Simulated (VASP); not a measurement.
# MgI2 (Cm) in VASP: single point with PBE

Aim: the single point of MgI2 with PBE.

Everything below comes from runs of VASP 6.6.1. Logs are shortened: lines on timing, memory, paths and dates and some standing lists are left out, and cuts for length are marked.

## 1. The cell of the first run

Symmetry: Cm, No. 8, monoclinic system. The conventional cell has a = 7.194 Å, b = 4.154 Å, c = 6.862 Å, α = 90.00°, β = 90.00°, γ = 90.00°. Mg (site symmetry m) has 6 I at 2.79 to 3.05 Å within 3.7 Å. Within 3.7 Å of I (site symmetry m) lie 3 Mg at 2.79 to 2.93 Å. I (site symmetry m) has 3 Mg at 2.92 to 3.05 Å within 3.8 Å.

## 2. Single point, PBE

File INCAR:

```
SYSTEM = MgI2
ALGO = Normal
EDIFF = 1E-7
ENCUT = 520
GGA = PE
ISIF = 2
ISMEAR = 0
LASPH = .True.
LCHARG = .False.
LREAL = .False.
LWAVE = .False.
NBANDS = 15
NELM = 80
PREC = Accurate
SIGMA = 0.05
```

File KPOINTS:

```
k-points
0
Gamma
  6 6 4
  0 0 0
```

File POSCAR:

```
MgI2
1.0
    4.1537001214      0.0000000000      0.0000000000
   -2.0768500607      3.5972098248      0.0000000000
    0.0000000000      0.0000000000      6.8620000000
Mg I
1 2
Direct
    0.0000000000      0.0000000000      0.0000000000
    0.3028502906      0.6514251453      0.7797945252
    0.6361836240      0.3180918120      0.2645345252
```

Potentials or basis: VASP PAW PBE potentials, release 64 (Mg, I).

Run with:

```sh
$ cat potpaw_PBE.64/Mg/POTCAR potpaw_PBE.64/I/POTCAR > POTCAR
$ mpirun -np 1 vasp_std > vasp.out
```

OUTCAR:

```text
SYSTEM = MgI2
   EDIFF = 1E-7
   ENCUT = 520
   GGA = PE
   ISIF = 2
   ISMEAR = 0
   LASPH = .True.
   LREAL = .False.
   NELM = 80
   PREC = Accurate

 ion  position               nearest neighbor table
   1  0.000  0.000  0.000-   2 2.79   2 2.79   3 2.92   2 2.93   3 3.05   3 3.05
   2  0.303  0.651  0.780-   1 2.79   1 2.79   1 2.93
   3  0.636  0.318  0.265-   1 2.92   1 3.05   1 3.05

  LATTYP: Found a hexagonal cell.
 ALAT       =     4.1537001214
 C/A-ratio  =     1.6520210413

  Lattice vectors:

 A1 = (   4.1537001214,   0.0000000000,   0.0000000000)
 A2 = (  -2.0768500607,   3.5972098248,   0.0000000000)
 A3 = (   0.0000000000,   0.0000000000,   6.8620000000)

Analysis of symmetry for initial positions (statically):
=====================================================================
 Subroutine PRICEL returns:
 Original cell was already a primitive cell.

 Routine SETGRP: Setting up the symmetry group for a
 hexagonal supercell.

 Subroutine GETGRP returns: Found  2 space group operations
 (whereof  2 operations were pure point group operations)
 out of a pool of 24 trial point group operations.

The static configuration has the point symmetry C_1h.

Analysis of symmetry for dynamics (positions and initial velocities):
=====================================================================
 Subroutine PRICEL returns:
 Original cell was already a primitive cell.

 Routine SETGRP: Setting up the symmetry group for a
 hexagonal supercell.

 Subroutine GETGRP returns: Found  2 space group operations
 (whereof  2 operations were pure point group operations)
 out of a pool of 24 trial point group operations.

The dynamic configuration has the point symmetry C_1h.

 Subroutine INISYM returns: Found  2 space group operations
 (whereof  2 operations are pure point group operations),
 and found     1 'primitive' translations

----------------------------------------------------------------------------------------

                                     Primitive cell

  volume of cell :     102.5302

  direct lattice vectors                    reciprocal lattice vectors
     4.153700121  0.000000000  0.000000000     0.240749205  0.138996618  0.000000000
    -2.076850061  3.597209825  0.000000000     0.000000000  0.277993236  0.000000000
     0.000000000  0.000000000  6.862000000     0.000000000  0.000000000  0.145730108

  length of vectors
     4.153700121  4.153700121  6.862000000     0.277993236  0.277993236  0.145730108

  position of ions in fractional coordinates (direct lattice)
     0.000000000  0.000000000  0.000000000
     0.302850291  0.651425145  0.779794525
     0.636183624  0.318091812  0.264534525

  ion indices of the primitive-cell ions
   primitive index   ion index
                 1           1
                 2           2
                 3           3

----------------------------------------------------------------------------------------

 KPOINTS: k-points

Automatic generation of k-mesh.
 Grid dimensions read from file:
 generate k-points for:    6    6    4

 Generating k-lattice:

  Cartesian coordinates                     Fractional coordinates (reciprocal lattice)
     0.040124867  0.023166103  0.000000000     0.166666667 -0.000000000  0.000000000
     0.000000000  0.046332206  0.000000000     0.000000000  0.166666667  0.000000000
     0.000000000  0.000000000  0.036432527     0.000000000  0.000000000  0.250000000

  Length of vectors
     0.046332206  0.046332206  0.036432527

  Shift w.r.t. Gamma in fractional coordinates (k-lattice)
     0.000000000  0.000000000  0.000000000

 Subroutine IBZKPT returns following result:
 ===========================================

 Found     47 irreducible k-points:

 Following reciprocal coordinates:
            Coordinates               Weight
  0.000000  0.000000  0.000000      1.000000
  0.166667  0.000000  0.000000      2.000000
  0.000000  0.166667  0.000000      4.000000
  0.333333  0.000000  0.000000      2.000000
  0.000000  0.333333  0.000000      4.000000
  0.500000  0.000000  0.000000      1.000000
[... 16 lines left out ...]
  0.500000  0.000000  0.250000      2.000000
  0.000000  0.500000  0.250000      4.000000
 [... further k-points ...]
   k-points           NKPTS =     47   k-points in BZ     NKDIM =     47   number of bands    NBANDS=     15
   number of dos      NEDOS =    301   number of ions     NIONS =      3
   total plane-waves  NPLWV =  55296
   dimension x,y,z NGX =    32 NGY =   32 NGZ =   54
   dimension x,y,z NGXF=    64 NGYF=   64 NGZF=  108
   ions per type =               1   2
   NGX,Y,Z   is equivalent  to a cutoff of  12.81, 12.81, 13.08 a.u.
   NGXF,Y,Z  is equivalent  to a cutoff of  25.62, 25.62, 26.17 a.u.
 SYSTEM =  MgI2
   PREC   = accura    normal or accurate (medium, high low for compatibility)
   ISTART =      0    job   : 0-new  1-cont  2-samecut
   ICHARG =      2    charge: 1-file 2-atom 10-const
   ISPIN  =      1    spin polarized calculation?
   LNONCOLLINEAR =      F non collinear calculations
   LSORBIT =      F    spin-orbit coupling
   LASPH  =      T    aspherical Exc in radial PAW
   ENCUT  =  520.0 eV  38.22 Ry    6.18 a.u.   7.72  7.72 12.76*2*pi/ulx,y,z
   NELM   =     80;   NELMIN=  2; NELMDL= -5     # of ELM steps
   EDIFF  = 0.1E-06   stopping-criterion for ELM
   LREAL  =      F    real-space projection
   EDIFFG = 0.1E-05   stopping-criterion for IOM
   NSW    =      0    number of steps for IOM
   IBRION =     -1    ionic relax: 0-MD 1-quasi-New 2-CG
   NFREE  =      0    steps in history (QN), initial steepest desc. (CG)
   ISIF   =      2    stress and relaxation
   ISYM   =      2    0-nonsym 1-usesym 2-fastsym
   POTIM  = 0.5000    time-step for ionic-motion
   TEBEG  =    0.0;   TEEND  =   0.0 temperature during run
   PSTRESS=    0.0 pullay stress
   NELECT =      16.0000    total number of electrons
   NUPDOWN=      -1.0000    fix difference up-down
   EMIN   =  10.00;   EMAX   =-10.00  energy-range for DOS
   EFERMI =   0.00;   METHOD = LEGACY
   ISMEAR =     0;   SIGMA  =   0.05  broadening in eV -4-tet -1-fermi 0-gaus
   EFERMI_NEDOS =   21; number of points for ismear=-14 and -15
   IALGO  =     38    algorithm
   IMIX   =      4    mixing-type and parameters
     AMIX     =   0.40;   BMIX     =  1.00
     AMIX_MAG =   1.60;   BMIX_MAG =  1.00
  volume/ion in A,a.u.               =      34.18       230.64
  Fermi-wavevector in a.u.,A,eV,Ry     =   0.881382  1.665571 10.569477  0.776835
  Thomas-Fermi vector in A             =   2.001871
   LORBIT       =      0    0 simple, 1 ext, 2 COOP (PROOUT), +10 PAW based schemes
   GGA     = PE    functional components
   LHFCALC =     F    Hartree Fock is set to
   AEXX    =    0.0000 exact exchange contribution
   IVDW    =     0    specifies the selected vdW correction
   LEPSILON=     F    determine dielectric tensor
   LRPA    =     F    only Hartree local field effects (RPA)
 non-spin polarized calculation
 Gauss-broadening in eV      SIGMA  =   0.05
  energy-cutoff  :      520.00
  volume of cell :      102.53
 maximum number of plane-waves:      2798
   NGX = 15   NGY = 15   NGZ = 25

 number of electron      16.0000000 magnetization

 Free energy of the ion-electron system (eV)
  ---------------------------------------------------
  ext. energy  EPLUGINS =         0.00000000
  ---------------------------------------------------
  free energy    TOTEN  =        -7.61479305 eV

  energy without entropy =       -7.61479305  energy(sigma->0) =       -7.61479305

 E-fermi :   2.8017     XC(G=0):  -8.2121

 val. band max:        2.5283302868   @ k =   0.0000   0.0000   0.0000
 cond. band min:       5.8023043746   @ k =   0.5000   0.0000   0.2500
 fundamental gap:      3.2739740878
 Fermi energy:         2.8017458919

 k-point     1 :       0.0000    0.0000    0.0000
  band No.  band energies     occupation
      1      -9.9297      2.00000
      2      -8.9089      2.00000
      3      -1.2380      2.00000
      4       1.5064      2.00000
      5       1.6383      2.00000
      6       2.3328      2.00000
      7       2.4508      2.00000
      8       2.5283      2.00000
      9       5.9469      0.00000
     10       7.1072      0.00000
     11       8.8639      0.00000
     12       8.9476      0.00000
     13       9.8044      0.00000
     14      10.4794      0.00000
     15      10.5790      0.00000

 k-point     2 :       0.1667    0.0000    0.0000
  band No.  band energies     occupation
      1      -9.7989      2.00000
      2      -8.8277      2.00000
      3      -1.0462      2.00000
      4       0.6817      2.00000
      5       1.2671      2.00000
      6       1.5619      2.00000
      7       2.2398      2.00000
      8       2.4056      2.00000
      9       6.8168      0.00000
     10       7.6777      0.00000
     11       8.4834      0.00000
     12       9.3447      0.00000
     13       9.5209      0.00000
     14      10.3653      0.00000
     15      10.7777      0.00000

 k-point     3 :       0.0000    0.1667    0.0000
  band No.  band energies     occupation
      1      -9.7976      2.00000
      2      -8.8287      2.00000
      3      -1.0474      2.00000
      4       0.5920      2.00000
      5       1.3540      2.00000
      6       1.6140      2.00000
      7       2.2354      2.00000
      8       2.3655      2.00000
      9       6.8212      0.00000
     10       7.7189      0.00000
     11       8.4676      0.00000
     12       9.3031      0.00000
     13       9.4931      0.00000
     14      10.3412      0.00000
     15      10.8020      0.00000
[... 343 lines left out ...]
 k-point    23 :       0.5000    0.0000    0.2500
  band No.  band energies     occupation
      1      -9.3253      2.00000
      2      -8.5886      2.00000
      3      -1.4726      2.00000
      4      -0.6212      2.00000
      5       0.7505      2.00000
      6       0.7513      2.00000
      7       1.5956      2.00000
      8       1.9464      2.00000
      9       5.8023      0.00000
     10       7.2470      0.00000
     11       8.5272      0.00000
     12       9.0211      0.00000
     13       9.5888      0.00000
     14      11.2504      0.00000
     15      13.1528      0.00000

 k-point    24 :       0.0000    0.5000    0.2500
  band No.  band energies     occupation
      1      -9.3166      2.00000
      2      -8.5951      2.00000
      3      -1.5511      2.00000
      4      -0.5747      2.00000
      5       0.7459      2.00000
      6       0.8226      2.00000
      7       1.5920      2.00000
      8       1.9168      2.00000
      9       5.8103      0.00000
     10       7.2943      0.00000
     11       8.4773      0.00000
     12       9.0270      0.00000
     13       9.6079      0.00000
     14      11.2478      0.00000
     15      13.1414      0.00000

 [... further k-points ...]

------------------------ aborting loop because EDIFF is reached ----------------------------------------

  FORCE on cell =-STRESS in cart. coord.  units (eV):
  Direction    XX          YY          ZZ          XY          YZ          ZX
  --------------------------------------------------------------------------------------
  -------------------------------------------------------------------------------------
  Total        0.8928796      1.0792889      0.9181040     -0.1614352     -0.0729996     -0.1264390
  in kB       13.9524947     16.8654005     14.3466608     -2.5226504     -1.1407211     -1.9757859
  external PRESSURE =      15.0548520 kB  Pullay stress =       0.0000000 kB

 VOLUME and BASIS-vectors are now :
 -----------------------------------------------------------------------------
  energy-cutoff  :      520.00
  volume of cell :      102.53
      direct lattice vectors                 reciprocal lattice vectors
     4.153700121  0.000000000  0.000000000     0.240749205  0.138996618  0.000000000
    -2.076850061  3.597209825  0.000000000     0.000000000  0.277993236  0.000000000
     0.000000000  0.000000000  6.862000000     0.000000000  0.000000000  0.145730108

 POSITION                                       TOTAL-FORCE (eV/Angst)
 -----------------------------------------------------------------------------------
      0.00000      0.00000      0.00000        -0.245749     -0.141883      0.863479
     -0.09496      2.34331      5.35095         0.172020      0.099316     -0.521229
      1.98189      1.14424      1.81524         0.073728      0.042567     -0.342251
 -----------------------------------------------------------------------------------
    total drift:                               -0.000069     -0.000040     -0.000070

  FREE ENERGIE OF THE ION-ELECTRON SYSTEM (eV)
  ---------------------------------------------------
  free  energy   TOTEN  =        -7.6147930548 eV

  energy  without entropy=       -7.6147930548  energy(sigma->0) =       -7.61479305
```

It took 1.8 min on 1 thread of Intel Xeon 8259CL, shared host; peak memory 0.27 GiB.

What came out:

```yaml
Free_energy: -7.6148 eV
Pressure: 1.5 GPa
Largest_force: 0.909 eV/Å
Band_gap_on_the_k_mesh: 3.27 eV (least direct gap 3.42 eV)
```

Forces on the atoms (eV/Å):
```
Mg  -0.246 -0.142  0.863
I    0.172  0.099 -0.521
I    0.074  0.043 -0.342
```

Caveat: the cell differs from its parent crystal (all I atoms moved +0.188 Å, as atom 2 towards its neighbour atom 3 (I) at 4.101 Å); spin-orbit coupling is left out, which moves the levels of the heavy elements; this functional lacks dispersion, which binds the layers, so the pressure and a relaxed spacing across them are unreliable. A k mesh can miss the band edges.
